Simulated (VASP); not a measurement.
Set up this calculation in VASP 6.6.1, as the native input.

- Task: single point
- Functional: PBE
- Potentials or basis: VASP PAW PBE potentials, release 64 (Co)
- Cutoff: 520 eV
- k mesh: 13 × 8 × 10
- Occupations: fermi-dirac, width 0.05 eV
- Spin: no spin polarisation
- Dipole correction: no
- Further INCAR settings: ALGO = Normal; EDIFF = 1e-07; NBANDS = 16; ISYM = 0

The structure of Co lies in POSCAR:

```
Co
1.0
    0.0000000000     -1.7945000000     -1.7945000000
   -3.5890000000     -1.7945000000     -1.7945000000
    0.0000000000      1.7945000000     -1.7945000000
Co
2
Direct
    0.0000000000      0.0000000000      0.0000000000
    0.0000000000      0.5000000000      0.5000000000
```

The input as run:

INCAR

```
SYSTEM = Co
ALGO = Normal
EDIFF = 1E-7
ENCUT = 520
GGA = PE
ISIF = 2
ISMEAR = -1
ISYM = 0
LASPH = .True.
LCHARG = .False.
LREAL = .False.
LWAVE = .False.
NBANDS = 16
NELM = 100
PREC = Accurate
SIGMA = 0.05
```

KPOINTS

```
k-points
0
Gamma
  13 8 10
  0 0 0
```

Potentials or basis: VASP PAW PBE potentials, release 64 (Co).

Run with:

```bash
$ cat potpaw_PBE.64/Co/POTCAR > POTCAR
$ mpirun -np 1 vasp_std > vasp.out
```

Results of the run:

The pressure is -22.4 GPa. The band gap on the k mesh is zero (band 9 reaches 9.64 eV, above the bottom of band 10 at 8.45 eV).

Caveat: the run has no spin polarisation, though such a crystal can be magnetic.

Run time: 3.2 min on 1 thread of AMD EPYC 9R45 (Zen 5), on a shared host, peak memory 0.24 GiB.
